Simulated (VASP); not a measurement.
# Li2S (Fm-3m) in VASP: notebook

The runs below take Li2S through electric field gradients, with LDA.

Program: VASP 6.6.1. These are calculated values, not measurements. Logs are shortened: lines on timing, memory, paths and dates and some standing lists are left out, and cuts for length are marked.

### 1 The cell of the first run

Symmetry: Fm-3m, No. 225, cubic system. Conventional cell: a = 5.631 Å, b = 5.631 Å, c = 5.631 Å, α = 90.00°, β = 90.00°, γ = 90.00°. Within 3.2 Å of Li (site symmetry -43m) lie 4 S at 2.44 Å and 6 Li at 2.82 Å. Within 3.2 Å of S (site symmetry m-3m) lie 8 Li at 2.44 Å.

### 2 Electric field gradients, LDA (volume scaled by 0.96)

The input, INCAR:

```
PREC = Accurate ; ENCUT = 650
EDIFF = 1E-8 ; ISMEAR = -1
SIGMA = 0.02 ; LREAL = False
LASPH = True ; NELM = 120
ALGO = Normal ; ISIF = 2
LWAVE = False ; LCHARG = False
LEFG = True ; NBANDS = 13
GGA_COMPAT = False
```

The input, KPOINTS:

```
regular mesh
0
Gamma
  7 7 7
```

The input, POSCAR:

```
Li2S
1.0
    0.0000000000      2.8154277041      2.8154277041
    2.8154277041      0.0000000000      2.8154277041
    2.8154277041      2.8154277041      0.0000000000
Li S
2 1
Direct
    0.2500000000      0.2500000000      0.2500000000
    0.7500000000      0.7500000000      0.7500000000
    0.0000000000      0.0000000000      0.0000000000
```

Potentials or basis: VASP PAW LDA potentials, release 64 (Li_sv, S).

Launch:

```console
$ cat potpaw_LDA.64/Li_sv/POTCAR potpaw_LDA.64/S/POTCAR > POTCAR
$ mpirun -np 1 vasp_std > vasp.out
```

OUTCAR:

```text
PREC = Accurate
   ENCUT = 650
   EDIFF = 1E-8
   ISMEAR = -1
   LREAL = False
   LASPH = True
   NELM = 120
   ISIF = 2

 ion  position               nearest neighbor table
   1  0.250  0.250  0.250-   3 2.44   3 2.44   3 2.44   3 2.44
   2  0.750  0.750  0.750-   3 2.44   3 2.44   3 2.44   3 2.44
   3  0.000  0.000  0.000-   2 2.44   2 2.44   2 2.44   1 2.44   2 2.44   1 2.44   1 2.44   1 2.44

  LATTYP: Found a face centered cubic cell.
 ALAT       =     5.6308554082

  Lattice vectors:

 A1 = (   0.0000000000,   2.8154277041,   2.8154277041)
 A2 = (   2.8154277041,   0.0000000000,   2.8154277041)
 A3 = (   2.8154277041,   2.8154277041,   0.0000000000)

Analysis of symmetry for initial positions (statically):
=====================================================================
 Subroutine PRICEL returns:
 Original cell was already a primitive cell.

 Routine SETGRP: Setting up the symmetry group for a
 face centered cubic supercell.

 Subroutine GETGRP returns: Found 48 space group operations
 (whereof 48 operations were pure point group operations)
 out of a pool of 48 trial point group operations.

The static configuration has the point symmetry O_h .

Analysis of symmetry for dynamics (positions and initial velocities):
=====================================================================
 Subroutine PRICEL returns:
 Original cell was already a primitive cell.

 Routine SETGRP: Setting up the symmetry group for a
 face centered cubic supercell.

 Subroutine GETGRP returns: Found 48 space group operations
 (whereof 48 operations were pure point group operations)
 out of a pool of 48 trial point group operations.

The dynamic configuration has the point symmetry O_h .

 Subroutine INISYM returns: Found 48 space group operations
 (whereof 48 operations are pure point group operations),
 and found     1 'primitive' translations

----------------------------------------------------------------------------------------

                                     Primitive cell

  volume of cell :      44.6337

  direct lattice vectors                    reciprocal lattice vectors
     0.000000000  2.815427704  2.815427704    -0.177592910  0.177592910  0.177592910
     2.815427704  0.000000000  2.815427704     0.177592910 -0.177592910  0.177592910
     2.815427704  2.815427704  0.000000000     0.177592910  0.177592910 -0.177592910

  length of vectors
     3.981616043  3.981616043  3.981616043     0.307599944  0.307599944  0.307599944

  position of ions in fractional coordinates (direct lattice)
     0.250000000  0.250000000  0.250000000
     0.750000000  0.750000000  0.750000000
     0.000000000  0.000000000  0.000000000

  ion indices of the primitive-cell ions
   primitive index   ion index
                 1           1
                 2           2
                 3           3

----------------------------------------------------------------------------------------

 KPOINTS: regular mesh

Automatic generation of k-mesh.
 Grid dimensions read from file:
 generate k-points for:    7    7    7

 Generating k-lattice:

  Cartesian coordinates                     Fractional coordinates (reciprocal lattice)
    -0.025370416  0.025370416  0.025370416     0.142857143  0.000000000  0.000000000
     0.025370416 -0.025370416  0.025370416     0.000000000  0.142857143  0.000000000
     0.025370416  0.025370416 -0.025370416     0.000000000  0.000000000  0.142857143

  Length of vectors
     0.043942849  0.043942849  0.043942849

  Shift w.r.t. Gamma in fractional coordinates (k-lattice)
     0.000000000  0.000000000  0.000000000

 Subroutine IBZKPT returns following result:
 ===========================================

 Found     20 irreducible k-points:

 Following reciprocal coordinates:
            Coordinates               Weight
[... 33 lines left out ...]
   LNONCOLLINEAR =      F non collinear calculations
   LSORBIT =      F    spin-orbit coupling
   LASPH  =      T    aspherical Exc in radial PAW
   ENCUT  =  650.0 eV  47.77 Ry    6.91 a.u.   8.28  8.28  8.28*2*pi/ulx,y,z
   NELM   =    120;   NELMIN=  2; NELMDL= -5     # of ELM steps
   EDIFF  = 0.1E-07   stopping-criterion for ELM
   LREAL  =      F    real-space projection
   EDIFFG = 0.1E-06   stopping-criterion for IOM
   NSW    =      0    number of steps for IOM
   IBRION =     -1    ionic relax: 0-MD 1-quasi-New 2-CG
   NFREE  =      0    steps in history (QN), initial steepest desc. (CG)
   ISIF   =      2    stress and relaxation
   ISYM   =      2    0-nonsym 1-usesym 2-fastsym
   POTIM  = 0.5000    time-step for ionic-motion
   TEBEG  =    0.0;   TEEND  =   0.0 temperature during run
   PSTRESS=    0.0 pullay stress
   NELECT =      12.0000    total number of electrons
   NUPDOWN=      -1.0000    fix difference up-down
   EMIN   =  10.00;   EMAX   =-10.00  energy-range for DOS
   EFERMI =   0.00;   METHOD = LEGACY
   ISMEAR =    -1;   SIGMA  =   0.02  broadening in eV -4-tet -1-fermi 0-gaus
   EFERMI_NEDOS =   21; number of points for ismear=-14 and -15
   IALGO  =     38    algorithm
   IMIX   =      4    mixing-type and parameters
     AMIX     =   0.40;   BMIX     =  1.00
     AMIX_MAG =   1.60;   BMIX_MAG =  1.00
  volume/ion in A,a.u.               =      14.88       100.40
  Fermi-wavevector in a.u.,A,eV,Ry     =   1.056609  1.996701 15.189844  1.116422
  Thomas-Fermi vector in A             =   2.191851
   LORBIT       =      0    0 simple, 1 ext, 2 COOP (PROOUT), +10 PAW based schemes
   GGA     = CA    functional components
   LHFCALC =     F    Hartree Fock is set to
   AEXX    =    0.0000 exact exchange contribution
   IVDW    =     0    specifies the selected vdW correction
   LEPSILON=     F    determine dielectric tensor
   LRPA    =     F    only Hartree local field effects (RPA)
 non-spin polarized calculation
  energy-cutoff  :      650.00
  volume of cell :       44.63
 maximum number of plane-waves:      1693
 NGX is ok and might be reduce to    36
   NGX = 17   NGY = 17   NGZ = 17

 number of electron      11.9999996 magnetization

 Free energy of the ion-electron system (eV)
  ---------------------------------------------------
  ext. energy  EPLUGINS =         0.00000000
  ---------------------------------------------------
  free energy    TOTEN  =       -13.00703917 eV

  energy without entropy =      -13.00703917  energy(sigma->0) =      -13.00703917

 E-fermi :   2.0845     XC(G=0):  -8.9576

 val. band max:        1.6098927615   @ k =   0.0000   0.0000   0.0000
 cond. band min:       4.9072256043   @ k =   0.4286   0.4286   0.0000
 fundamental gap:      3.2973328428
 Fermi energy:         2.0844803043

 k-point     1 :       0.0000    0.0000    0.0000
  band No.  band energies     occupation
      1     -41.5310      2.00000
      2     -41.4754      2.00000
      3      -9.4587      2.00000
      4       1.6099      2.00000
      5       1.6099      2.00000
      6       1.6099      2.00000
      7       5.8605      0.00000
      8       7.6375      0.00000
      9       7.6375      0.00000
     10       7.6375      0.00000
     11      12.8261      0.00000
     12      12.8261      0.00000
     13      13.9166      0.00000
[... 290 lines left out ...]
  band No.  band energies     occupation
      1     -41.5027      2.00000
      2     -41.5005      2.00000
      3      -8.8611      2.00000
      4      -0.6184      2.00000
      5      -0.3593      2.00000
      6       0.1509      2.00000
      7       6.7658      0.00000
      8       8.9972      0.00000
      9      10.4162      0.00000
     10      10.9536      0.00000
     11      12.5871      0.00000
     12      12.7769      0.00000
     13      15.2277      0.00000

------------------------ aborting loop because EDIFF is reached ----------------------------------------

  FORCE on cell =-STRESS in cart. coord.  units (eV):
  Direction    XX          YY          ZZ          XY          YZ          ZX
  --------------------------------------------------------------------------------------
  -------------------------------------------------------------------------------------
  Total       -0.4487547     -0.4487547     -0.4487547      0.0000000     -0.0000000      0.0000000
  in kB      -16.1085504    -16.1085504    -16.1085504      0.0000000     -0.0000000      0.0000000
  external PRESSURE =     -16.1085504 kB  Pullay stress =       0.0000000 kB

 VOLUME and BASIS-vectors are now :
 -----------------------------------------------------------------------------
  energy-cutoff  :      650.00
  volume of cell :       44.63
      direct lattice vectors                 reciprocal lattice vectors
     0.000000000  2.815427704  2.815427704    -0.177592910  0.177592910  0.177592910
     2.815427704  0.000000000  2.815427704     0.177592910 -0.177592910  0.177592910
     2.815427704  2.815427704  0.000000000     0.177592910  0.177592910 -0.177592910

 POSITION                                       TOTAL-FORCE (eV/Angst)
 -----------------------------------------------------------------------------------
      1.40771      1.40771      1.40771         0.000000      0.000000      0.000000
      4.22314      4.22314      4.22314        -0.000000     -0.000000     -0.000000
      0.00000      0.00000      0.00000        -0.000000     -0.000000      0.000000
 -----------------------------------------------------------------------------------
    total drift:                                0.000000      0.000000      0.000000

  FREE ENERGIE OF THE ION-ELECTRON SYSTEM (eV)
  ---------------------------------------------------
  free  energy   TOTEN  =       -13.0070391727 eV

  energy  without entropy=      -13.0070391727  energy(sigma->0) =      -13.00703917

 Electric field gradients (V/A^2)
---------------------------------------------------------------------
 ion       V_xx      V_yy      V_zz      V_xy      V_xz      V_yz
---------------------------------------------------------------------
   1       0.000    -0.000     0.000     0.002     0.002     0.002
   2       0.000    -0.000     0.000     0.002     0.002     0.002
   3       0.000    -0.000     0.000     0.000     0.000     0.000
---------------------------------------------------------------------

 Electric field gradients after diagonalization (V/A^2)
 (convention: |V_zz| > |V_xx| > |V_yy|)
----------------------------------------------------------------------
 ion       V_xx      V_yy      V_zz     asymmetry (V_yy - V_xx)/ V_zz
----------------------------------------------------------------------
   1      -0.002    -0.002     0.004       0.000
   2      -0.002    -0.002     0.004       0.000
   3      -0.000    -0.000     0.001       0.000
----------------------------------------------------------------------

           NMR quadrupolar parameters

 Cq : quadrupolar parameter    Cq=e*Q*V_zz/h
 eta: asymmetry parameters     (V_yy - V_xx)/ V_zz
 Q  : nuclear electric quadrupole moment in mb (millibarn)
----------------------------------------------------------------------
 ion       Cq(MHz)       eta       Q (mb)
----------------------------------------------------------------------
   1       0.000       0.000       1.000
   2       0.000       0.000       1.000
   3       0.000       0.000       1.000
----------------------------------------------------------------------
```

Wall time 8.9 s (1 thread of Intel Xeon 6975P-C (Granite Rapids), shared host); peak memory 0.16 GiB.

Results:

```
Free energy            : -13.0070 eV
Pressure               : -1.6 GPa
Band gap on the k mesh : 3.30 eV, indirect (least direct gap 4.25 eV)
```

Levels at points of the mesh, in eV from the valence-band top:
```
           k point  band 3  band 4  band 5  band 6  band 7  band 8  band 9  band 10
(0.00, 0.00, 0.00)  -11.07    0.00    0.00    0.00    4.25    6.03    6.03     6.03
```

Caveat: without QUAD_EFG the Cq values of the log hold for a quadrupole moment of 1 mb, not for the nuclei. A k mesh can miss the band edges.

[end of part 1 of 3]
